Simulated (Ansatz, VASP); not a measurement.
**Two plane-wave programs on Li2O**

INCAR

```
ALGO = Normal
EDIFF = 1E-6
ENCUT = 750
GGA = PE
GGA_COMPAT = False
ISIF = 2
ISMEAR = 0
IVDW = 12
LASPH = True
LCHARG = True
LELF = True
LREAL = False
LVHAR = True
LWAVE = False
NBANDS = 13
NELM = 120
PREC = Accurate
SIGMA = 0.1
```

Contents of KPOINTS:

```
k-points
0
Gamma
  6 6 6
```

The input POSCAR:

```
Li2O
1.0
    0.0000000000      2.3000000000      2.3000000000
    2.3000000000      0.0000000000      2.3000000000
    2.3000000000      2.3000000000      0.0000000000
O Li
1 2
Direct
    0.0000000000      0.0000000000      0.0000000000
    0.2500000000      0.2500000000      0.2500000000
    0.7500000000      0.7500000000      0.7500000000
```

Input for Ansatz:

```yaml
crystal:
  lattice:
    - [0.0, 2.3, 2.3]
    - [2.3, 0.0, 2.3]
    - [2.3, 2.3, 0.0]
  atoms:
    - { symbol: O, position: [0.0, 0.0, 0.0] }
    - { symbol: Li, position: [0.25, 0.25, 0.25] }
    - { symbol: Li, position: [0.75, 0.75, 0.75] }
basis:
  ecutwfc: 420
kpoints:
  mp_grid: { grid: [6, 6, 6] }
hamiltonian:
  xc: pbe
  dispersion: d3bj
  pseudopotentials: { kind: paw, azcp: { folder: soft_1 } }
scf:
  occupations: { method: gaussian, width: 0.1 }
output:
  forces: true
  stress: true
  eigenvalues: true
```

Alike in both runs: task single point; functional PBE; dispersion D3(BJ); k mesh 6 × 6 × 6; occupations gaussian, width 0.1 eV; no spin polarisation.

```csv
,VASP,Ansatz
version,VASP 6.6.1,Ansatz 0.2.0
potentials or method,"VASP PAW PBE potentials, release 64 (O, Li_sv), cutoff 750 eV","scalar-relativistic, plane waves, PAW"
valence electrons in the cell,12,12
```

```tsv
	VASP	Ansatz	Ansatz less VASP
gap on the k mesh at the Fermi level (eV)	5.00	5.02	+0.014
least direct gap on the mesh (eV)	5.36	5.36	+0.001
pressure (GPa)	-4.4	-4.1	+0.25
```
